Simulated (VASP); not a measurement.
# Ti2Co (Fd-3m) in VASP: a series of runs

The runs below take Ti2Co through single point, with r2SCAN.

All numbers are computed with VASP 6.6.1; they aren't measurements. Logs are shortened: lines on timing, memory, paths and dates and some standing lists are left out, and cuts for length are marked.

## 1. The cell of the first run

Symmetry: Fd-3m, No. 227, cubic system. The conventional cell has a = 6.730 Å, b = 6.730 Å, c = 6.730 Å, α = 90.00°, β = 90.00°, γ = 90.00°. Ti (site symmetry -3m) has 6 Ti at 2.38 Å and 6 Co at 2.79 Å within 3.1 Å. Within 3.7 Å of Co (site symmetry -43m) lie 12 Ti at 2.79 Å and 4 Co at 2.91 Å.

## 2. Single point, r2SCAN, collinear spin, ferromagnetic start

POSCAR reads:

```
Ti2Co
1.0
    0.0000000000      3.3650000000      3.3650000000
    3.3650000000      0.0000000000      3.3650000000
    3.3650000000      3.3650000000      0.0000000000
Ti Co
4 2
Direct
    0.1250000000      0.1250000000      0.1250000000
    0.6250000000      0.1250000000      0.1250000000
    0.1250000000      0.1250000000      0.6250000000
    0.1250000000      0.6250000000      0.1250000000
    0.5000000000      0.5000000000      0.5000000000
    0.7500000000      0.7500000000      0.7500000000
```

INCAR.step1 reads:

```
SYSTEM = Ti2Co
PREC = Accurate
ENCUT = 520
ISMEAR = 0
SIGMA = 0.1
LREAL = .FALSE.
LASPH = .TRUE.
NELM = 150
ISPIN = 2
MAGMOM = 0.19 0.19 0.19 0.19 1.58 1.58
LMAXMIX = 4
NBANDS = 46
GGA = PE
ALGO = Normal
EDIFF = 1E-4
LWAVE = .TRUE.
LCHARG = .FALSE.
```

INCAR.step2 reads:

```
SYSTEM = Ti2Co
PREC = Accurate
ENCUT = 520
EDIFF = 1E-7
ISMEAR = 0
SIGMA = 0.1
LREAL = .FALSE.
LASPH = .TRUE.
NELM = 150
ALGO = Normal
ISIF = 2
LWAVE = .FALSE.
LCHARG = .FALSE.
ISPIN = 2
MAGMOM = 0.19 0.19 0.19 0.19 1.58 1.58
LORBIT = 11
LMAXMIX = 4
METAGGA = R2SCAN
LMIXTAU = .TRUE.
NBANDS = 46
ISTART = 1
```

KPOINTS reads:

```
Automatic mesh
0
G
  5 5 5
  0 0 0
```

Potentials or basis: VASP PAW PBE potentials, release 64 (Ti_sv, Co).

The run is started by

```bash
$ cat potpaw_PBE.64/Ti_sv/POTCAR potpaw_PBE.64/Co/POTCAR > POTCAR
$ cp INCAR.step1 INCAR
$ mpirun -np 1 vasp_std > vasp.out
$ cp INCAR.step2 INCAR
$ mpirun -np 1 vasp_std > vasp.out
```

OUTCAR:

```text
SYSTEM = Ti2Co
   PREC = Accurate
   ENCUT = 520
   EDIFF = 1E-7
   ISMEAR = 0
   LREAL = .FALSE.
   LASPH = .TRUE.
   NELM = 150
   ISIF = 2
   ISPIN = 2
   LORBIT = 11
   METAGGA = R2SCAN
   ISTART = 1

 ion  position               nearest neighbor table
   1  0.125  0.125  0.125-   2 2.38   3 2.38   4 2.38   3 2.38   4 2.38   2 2.38   6 2.79   5 2.79
                             6 2.79   5 2.79   6 2.79   5 2.79
   2  0.625  0.125  0.125-   1 2.38   3 2.38   4 2.38   1 2.38   3 2.38   4 2.38   6 2.79   5 2.79
                             5 2.79   6 2.79   5 2.79   6 2.79
   3  0.125  0.125  0.625-   1 2.38   1 2.38   2 2.38   4 2.38   4 2.38   2 2.38   6 2.79   5 2.79
                             6 2.79   5 2.79   6 2.79   5 2.79
   4  0.125  0.625  0.125-   1 2.38   3 2.38   1 2.38   2 2.38   3 2.38   2 2.38   6 2.79   5 2.79
                             6 2.79   5 2.79   6 2.79   5 2.79
   5  0.500  0.500  0.500-   1 2.79   1 2.79   1 2.79   2 2.79   3 2.79   4 2.79   4 2.79   2 2.79
                             4 2.79   3 2.79   2 2.79   3 2.79   6 2.91   6 2.91   6 2.91   6 2.91
   6  0.750  0.750  0.750-   2 2.79   3 2.79   4 2.79   1 2.79   1 2.79   1 2.79   2 2.79   2 2.79
                             3 2.79   4 2.79   3 2.79   4 2.79   5 2.91   5 2.91   5 2.91   5 2.91

  LATTYP: Found a face centered cubic cell.
 ALAT       =     6.7300000000

  Lattice vectors:

 A1 = (   0.0000000000,   3.3650000000,   3.3650000000)
 A2 = (   3.3650000000,   0.0000000000,   3.3650000000)
 A3 = (   3.3650000000,   3.3650000000,   0.0000000000)

Analysis of symmetry for initial positions (statically):
=====================================================================
 Subroutine PRICEL returns:
 Original cell was already a primitive cell.

 Routine SETGRP: Setting up the symmetry group for a
 face centered cubic supercell.

 Subroutine GETGRP returns: Found 48 space group operations
 (whereof 24 operations were pure point group operations)
 out of a pool of 48 trial point group operations.

The static configuration has the point symmetry T_d .
 The point group associated with its full space group is O_h .

Analysis of symmetry for dynamics (positions and initial velocities):
=====================================================================
 Subroutine PRICEL returns:
 Original cell was already a primitive cell.

 Routine SETGRP: Setting up the symmetry group for a
 face centered cubic supercell.

 Subroutine GETGRP returns: Found 48 space group operations
 (whereof 24 operations were pure point group operations)
 out of a pool of 48 trial point group operations.

The dynamic configuration has the point symmetry T_d .
 The point group associated with its full space group is O_h .

Analysis of structural, dynamic, and magnetic symmetry:
=====================================================================
 Subroutine PRICEL returns:
 Original cell was already a primitive cell.

 Routine SETGRP: Setting up the symmetry group for a
 face centered cubic supercell.

 Subroutine GETGRP returns: Found 48 space group operations
 (whereof 24 operations were pure point group operations)
 out of a pool of 48 trial point group operations.

The overall configuration has the point symmetry T_d .
 The point group associated with its full space group is O_h .

 Subroutine INISYM returns: Found 48 space group operations
 (whereof 24 operations are pure point group operations),
 and found     1 'primitive' translations

----------------------------------------------------------------------------------------

                                     Primitive cell

  volume of cell :      76.2053

  direct lattice vectors                    reciprocal lattice vectors
     0.000000000  3.365000000  3.365000000    -0.148588410  0.148588410  0.148588410
     3.365000000  0.000000000  3.365000000     0.148588410 -0.148588410  0.148588410
     3.365000000  3.365000000  0.000000000     0.148588410  0.148588410 -0.148588410

  length of vectors
     4.758828637  4.758828637  4.758828637     0.257362676  0.257362676  0.257362676

  position of ions in fractional coordinates (direct lattice)
[... 50 lines left out ...]
 -0.200000  0.200000  0.000000     12.000000
  0.400000  0.400000  0.000000      6.000000
 -0.400000  0.400000  0.000000     12.000000
 -0.400000  0.400000  0.200000     24.000000
   k-points           NKPTS =     10   k-points in BZ     NKDIM =     10   number of bands    NBANDS=     46
   number of dos      NEDOS =    301   number of ions     NIONS =      6
   total plane-waves  NPLWV =  46656
   dimension x,y,z NGX =    36 NGY =   36 NGZ =   36
   dimension x,y,z NGXF=    72 NGYF=   72 NGZF=   72
   ions per type =               4   2
   NGX,Y,Z   is equivalent  to a cutoff of  12.58, 12.58, 12.58 a.u.
   NGXF,Y,Z  is equivalent  to a cutoff of  25.15, 25.15, 25.15 a.u.
 SYSTEM =  Ti2Co
   PREC   = accura    normal or accurate (medium, high low for compatibility)
   ISTART =      1    job   : 0-new  1-cont  2-samecut
   ICHARG =      0    charge: 1-file 2-atom 10-const
   ISPIN  =      2    spin polarized calculation?
   LNONCOLLINEAR =      F non collinear calculations
   LSORBIT =      F    spin-orbit coupling
   LASPH  =      T    aspherical Exc in radial PAW
   ENCUT  =  520.0 eV  38.22 Ry    6.18 a.u.   8.85  8.85  8.85*2*pi/ulx,y,z
   NELM   =    150;   NELMIN=  2; NELMDL=  0     # of ELM steps
   EDIFF  = 0.1E-06   stopping-criterion for ELM
   LREAL  =      F    real-space projection
   EDIFFG = 0.1E-05   stopping-criterion for IOM
   NSW    =      0    number of steps for IOM
   IBRION =     -1    ionic relax: 0-MD 1-quasi-New 2-CG
   NFREE  =      0    steps in history (QN), initial steepest desc. (CG)
   ISIF   =      2    stress and relaxation
   ISYM   =      2    0-nonsym 1-usesym 2-fastsym
   POTIM  = 0.5000    time-step for ionic-motion
   TEBEG  =    0.0;   TEEND  =   0.0 temperature during run
   PSTRESS=    0.0 pullay stress
   NELECT =      66.0000    total number of electrons
   NUPDOWN=      -1.0000    fix difference up-down
   EMIN   =  10.00;   EMAX   =-10.00  energy-range for DOS
   EFERMI =   0.00;   METHOD = LEGACY
   ISMEAR =     0;   SIGMA  =   0.10  broadening in eV -4-tet -1-fermi 0-gaus
   EFERMI_NEDOS =   21; number of points for ismear=-14 and -15
   IALGO  =     38    algorithm
   IMIX   =      4    mixing-type and parameters
     AMIX     =   0.40;   BMIX     =  1.00
     AMIX_MAG =   1.60;   BMIX_MAG =  1.00
  volume/ion in A,a.u.               =      12.70        85.71
  Fermi-wavevector in a.u.,A,eV,Ry     =   1.560490  2.948899 33.131955  2.435130
  Thomas-Fermi vector in A             =   2.663695
   LORBIT       =     11    0 simple, 1 ext, 2 COOP (PROOUT), +10 PAW based schemes
   METAGGA = R2SCAN    functional components
   LHFCALC =     F    Hartree Fock is set to
   AEXX    =    0.0000 exact exchange contribution
   IVDW    =     0    specifies the selected vdW correction
   LEPSILON=     F    determine dielectric tensor
   LRPA    =     F    only Hartree local field effects (RPA)
 spin polarized calculation
 Gauss-broadening in eV      SIGMA  =   0.10
  energy-cutoff  :      520.00
  volume of cell :       76.21
 maximum number of plane-waves:      2085
   NGX = 17   NGY = 17   NGZ = 17

 number of electron      66.0000033 magnetization       3.4405011

 Free energy of the ion-electron system (eV)
  ---------------------------------------------------
  ext. energy  EPLUGINS =         0.00000000
  ---------------------------------------------------
  free energy    TOTEN  =       -74.23566119 eV

  energy without entropy =      -74.19976937  energy(sigma->0) =      -74.21771528

 E-fermi :  10.4435     XC(G=0): -13.9094

 val. band max:       10.4415411929   @ k =  -0.2000   0.2000   0.0000
 cond. band min:      10.4485110867   @ k =  -0.4000   0.4000   0.2000
 fundamental gap:      0.0069698938
 Fermi energy:        10.4434593133

 spin component 1

 k-point     1 :       0.0000    0.0000    0.0000
  band No.  band energies     occupation
      1     -48.4713      1.00000
      2     -47.7253      1.00000
      3     -47.7253      1.00000
      4     -47.7253      1.00000
      5     -25.6679      1.00000
      6     -24.0808      1.00000
[... 469 lines left out ...]
     44      13.4773      0.00000
     45      14.2883      0.00000
 Fermi energy:        10.4434593133

 spin component 2

 k-point     1 :       0.0000    0.0000    0.0000
  band No.  band energies     occupation
      1     -48.1797      1.00000
      2     -47.4502      1.00000
      3     -47.4501      1.00000
      4     -47.4501      1.00000
      5     -25.2354      1.00000
      6     -23.7852      1.00000
[... 469 lines left out ...]
     44      13.6557      0.00000
     45      14.6009      0.00000
 [bands above 45 left out]

------------------------ aborting loop because EDIFF is reached ----------------------------------------

  FORCE on cell =-STRESS in cart. coord.  units (eV):
  Direction    XX          YY          ZZ          XY          YZ          ZX
  --------------------------------------------------------------------------------------
  -------------------------------------------------------------------------------------
  Total       11.8777685     11.8777685     11.8777685      0.0000000      0.0000000     -0.0000000
  in kB      249.7239750    249.7239750    249.7239750      0.0000000      0.0000000     -0.0000000
  external PRESSURE =     249.7239750 kB  Pullay stress =       0.0000000 kB

 VOLUME and BASIS-vectors are now :
 -----------------------------------------------------------------------------
  energy-cutoff  :      520.00
  volume of cell :       76.21
      direct lattice vectors                 reciprocal lattice vectors
     0.000000000  3.365000000  3.365000000    -0.148588410  0.148588410  0.148588410
     3.365000000  0.000000000  3.365000000     0.148588410 -0.148588410  0.148588410
     3.365000000  3.365000000  0.000000000     0.148588410  0.148588410 -0.148588410

 POSITION                                       TOTAL-FORCE (eV/Angst)
 -----------------------------------------------------------------------------------
      0.84125      0.84125      0.84125         0.000000     -0.000000     -0.000000
      0.84125      2.52375      2.52375         0.000000     -0.000000     -0.000000
      2.52375      2.52375      0.84125         0.000000     -0.000000     -0.000000
      2.52375      0.84125      2.52375         0.000000     -0.000000     -0.000000
      3.36500      3.36500      3.36500         0.000000     -0.000000      0.000000
      5.04750      5.04750      5.04750        -0.000000      0.000000     -0.000000
 -----------------------------------------------------------------------------------
    total drift:                                0.000000      0.000000      0.000000

  FREE ENERGIE OF THE ION-ELECTRON SYSTEM (eV)
  ---------------------------------------------------
  free  energy   TOTEN  =       -74.2356611947 eV

  energy  without entropy=      -74.1997693695  energy(sigma->0) =      -74.21771528

 total charge

# of ion       s       p       d       tot
------------------------------------------
    1        2.301   6.161   2.312  10.774
    2        2.301   6.161   2.312  10.774
    3        2.301   6.161   2.312  10.774
    4        2.301   6.161   2.312  10.774
    5        0.484   0.514   7.156   8.154
    6        0.484   0.514   7.156   8.154
--------------------------------------------------
tot         10.172  25.672  23.559  59.403

 magnetization (x)

# of ion       s       p       d       tot
------------------------------------------
    1        0.002  -0.010   0.250   0.241
    2        0.002  -0.010   0.250   0.241
    3        0.002  -0.010   0.250   0.241
    4        0.002  -0.010   0.250   0.241
    5        0.015  -0.024   1.396   1.387
    6        0.015  -0.024   1.396   1.387
--------------------------------------------------
tot          0.037  -0.088   3.790   3.739
```

Wall time 6.9 min (1 thread of AMD EPYC 9R45 (Zen 5), shared host); peak memory 0.25 GiB.

Results:

```
Free energy                                           : -74.2357 eV
Pressure                                              : 25.0 GPa
Net moment                                            : 3.44 μB per cell
Site moments                                          : Ti +0.24; Co +1.39 μB
Valence electrons inside the program's atomic spheres : Ti 10.77; Co 8.15
```

Caveat: the cell stands under pressure; the PAW data sets were made with another functional, which shifts forces and pressure a little.

(Continued in part 2 of 2.)
